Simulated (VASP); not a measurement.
Crystal: SnSe.

```
CELL_PARAMETERS angstrom
3.18210 0.00000 0.00000
0.00000 3.18210 0.00000
0.00000 0.00000 3.18210
ATOMIC_POSITIONS crystal
Sn 0.50000 0.50000 0.50000
Se 0.00000 0.00000 0.00000
```

| Item | Value |
| --- | --- |
| Program | VASP 6.6.1 |
| Task | relaxation of cell and atoms |
| Functional | r2SCAN |
| Potentials or basis | VASP PAW PBE potentials, release 64 (Sn_d, Se) |
| Cutoff | 600 eV |
| k mesh | 6 × 6 × 6 |
| Occupations | gaussian, width 0.1 eV |
| Spin | no spin polarisation |

At the start: pressure 58.4 GPa; volume 16.11 Å³/atom.

Task: How do energy, volume and symmetry change on relaxing?

Result: Over 3 steps the energy falls by 1056.7 meV/atom and the volume is 24.60 Å³/atom (+52.7 %); space group Pm-3m (No. 221, to 0.05 Å).

The path:
| step | energy change (eV) | largest force (eV/Å) | pressure (GPa) | volume (Å³) |
| --- | --- | --- | --- | --- |
| 1 | 0.0000 | 0.0000 | 58.45 | 32.22 |
| 2 | -1.4194 | 0.0000 | -8.99 | 68.13 |
| 3 | -2.1133 | 0.0000 | 0.09 | 49.20 |

Final structure:
```
CELL_PARAMETERS angstrom
3.66427 0.00000 0.00000
0.00000 3.66427 0.00000
0.00000 0.00000 3.66427
ATOMIC_POSITIONS crystal
Sn 0.50000 0.50000 0.50000
Se 0.00000 0.00000 0.00000
```

Caveat: the volume moved by over 15 % at a fixed basis, so the end points are rough; the PAW data sets were made with another functional, which shifts forces and pressure a little.
